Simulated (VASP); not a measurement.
## LiRe3: single point with PBE

LiRe3:

```xyz
4
Lattice="0.0000 3.0529 3.0529 3.0529 0.0000 3.0529 3.0529 3.0529 0.0000" Properties=species:S:1:pos:R:3 pbc="T T T"
Re    3.0285    3.0151    3.0775
Re    1.4874    1.5517    1.5550
Re    4.5784    4.5890    4.5792
Li   -0.0524    0.0142   -0.0018
```

This cell differs from its parent crystal: atoms moved at random.

| Property | Result |
| --- | --- |
| Program | VASP 6.6.1 |
| Task | single point |
| Functional | PBE |
| Potentials or basis | VASP PAW PBE potentials, release 64 (Re, Li_sv) |
| Cutoff | 520 eV |
| k mesh | 8 × 8 × 8 |
| Occupations | fermi-dirac, width 0.05 eV |
| Spin | no spin polarisation |
| Dipole correction | no |
| Further INCAR settings | ALGO = Fast; EDIFF = 1e-07; NBANDS = 20 |

* Largest force: 0.516 eV/Å
* Band gap on the k mesh: zero (bands 12 and 13 overlap by 2.62 eV)

Forces in eV/Å, atoms in the order of the input:
```
Re   0.046  0.500 -0.118
Re   0.152 -0.337 -0.178
Re  -0.377 -0.165  0.204
Li   0.179  0.002  0.091
```

Levels at points of the mesh, in eV from the Fermi level:
| k point | band 10 | band 11 | band 12 | band 13 | band 14 | band 15 |
| --- | --- | --- | --- | --- | --- | --- |
| (0.00, 0.00, 0.00) | -2.75 | 1.71 | 1.76 | 1.87 | 1.89 | 1.91 |
| (0.50, 0.00, 0.00) | -1.88 | -0.93 | -0.89 | -0.86 | 1.67 | 1.70 |
| (0.00, 0.50, 0.00) | -1.92 | -0.92 | -0.77 | -0.70 | 1.69 | 1.79 |
| (0.00, 0.00, 0.50) | -1.95 | -0.88 | -0.75 | -0.68 | 1.71 | 1.80 |
| (0.50, 0.50, 0.50) | -1.91 | -0.93 | -0.80 | -0.71 | 1.68 | 1.78 |
| (0.50, 0.50, 0.00) | -0.97 | -0.79 | 0.65 | 0.69 | 1.15 | 1.42 |
| (0.00, 0.50, 0.50) | -0.97 | -0.79 | 0.66 | 0.69 | 1.14 | 1.42 |
| (0.50, 0.00, 0.50) | -0.97 | -0.94 | 0.65 | 0.70 | 1.06 | 1.49 |

Wall time 13 min on 1 thread of Intel(R) Xeon(R) Platinum 8488C (Sapphire Rapids), with other jobs on the host, peak memory 0.37 GiB.

Caveat: the cell differs from its parent crystal (atoms moved at random); spin-orbit coupling is left out, which moves the levels of the heavy elements.
